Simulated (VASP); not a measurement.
Runs of VASP 6.6.1 on Mg. The structure is that of space group P6/mmm (No. 191), or close to it. The cells are those of the table. 

```tsv
task	cell	k mesh	cutoff (eV)	gap on the mesh (eV)	pressure (GPa)
single point	a = 5.173, b = 5.173, c = 3.137 Å, angles 90.0, 90.0, 120.0°, 3 atoms	8 × 8 × 11	520	none	-1.4
single point	a = 5.302, b = 5.302, c = 3.215 Å, angles 90.0, 90.0, 120.0°, 3 atoms	8 × 8 × 11	520	none	-3.2
relaxation of cell and atoms	relaxed from a = 5.083, b = 5.083, c = 3.116 Å, angles 90.0, 90.0, 120.0°, 3 atoms	7 × 7 × 10	600	none	0.0
single point	a = 5.037, b = 5.037, c = 3.054 Å, angles 90.0, 90.0, 120.0°, 3 atoms	8 × 8 × 11	520	none	1.3
single point	a = 5.106, b = 5.106, c = 3.096 Å, angles 90.0, 90.0, 120.0°, 3 atoms	7 × 7 × 10	520	none	(a)
```

Alike in all rows: level PBE; potentials or basis VASP PAW PBE potentials, release 64 (Mg); no spin polarisation; smearing fermi-dirac 0.1 eV.

Q: Fill in the values left out.

A: (a) -0.1.

A gap of «none» marks levels without a gap at the run's occupations.
